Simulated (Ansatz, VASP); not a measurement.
RbBr: VASP beside Ansatz

```
Rb Br
1.0
     0.00000    3.49543    3.45497
     3.49543    0.00000    3.45497
     3.49543    3.49543    0.00000
Rb Br
1 1
Direct
  0.00000 0.00000 0.00000
  0.50000 0.50000 0.50000
```

Change from the starting cell: epitaxial_xy strain +1.0%.

Alike in both runs: task single point; functional r2SCAN; k mesh 6 × 6 × 6; no spin polarisation.

|  | VASP | Ansatz |
| --- | --- | --- |
| version | VASP 6.6.1 | Ansatz 0.2.0 |
| potentials or method | VASP PAW PBE potentials, release 64 (Rb_sv, Br) | plane waves, PAW |
| plane-wave cutoff (eV) | 520 | 500 |
| occupations | gaussian, width 0.01 eV | fixed |
| valence electrons in the cell | 16 | 16 |

|  | VASP | Ansatz | Ansatz less VASP |
| --- | --- | --- | --- |
| gap on the k mesh at the Fermi level (eV) | 4.84 | 4.84 | 0.000 |
| pressure (GPa) | -0.2 | -0.2 | -0.02 |
| traceless stress, the component that is largest in VASP (GPa) | 0.22 | 0.22 | -0.002 |

VASP's potentials were made for PBE, not for r2SCAN.
